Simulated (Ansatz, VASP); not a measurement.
# One calculation of SrTiO3, two programs

```
Sr Ti O
1.0
     3.78748    0.00000    0.00000
     0.00000    3.78748    0.00000
     0.00000    0.00000    3.89138
Sr Ti O
1 1 3
Cartesian
  0.0000 0.0000 0.0000
  1.8937 1.8937 1.9457
  0.0000 1.8937 1.9457
  1.8937 0.0000 1.9457
  1.8937 1.8937 0.0000
```

Change from the starting cell: mode 1 frozen in at +0.000 Å, equal normal strain along x and y -0.0267.

Alike in both runs: task single point; functional PBEsol; k mesh 8 × 8 × 8; occupations gaussian, width 0.05 eV; no spin polarisation.

```csv
,VASP,Ansatz
version,VASP 6.6.1,Ansatz 0.2.0
potentials or method,"VASP PAW PBE potentials, release 64 (Sr_sv, Ti_sv, O), cutoff 520 eV","scalar-relativistic, plane waves, PAW"
valence electrons in the cell,40,40
```

```csv
,VASP,Ansatz,Ansatz less VASP
gap on the k mesh at the Fermi level (eV),1.84,1.89,+0.043
least direct gap on the mesh (eV),2.19,2.21,+0.021
pressure (GPa),12.3,11.6,-0.73
"traceless stress, the component that is largest in VASP (GPa)",-5.52,-5.46,+0.055
```

VASP's potentials were made for PBE, not for PBEsol, and Ansatz warns of the same on its side.
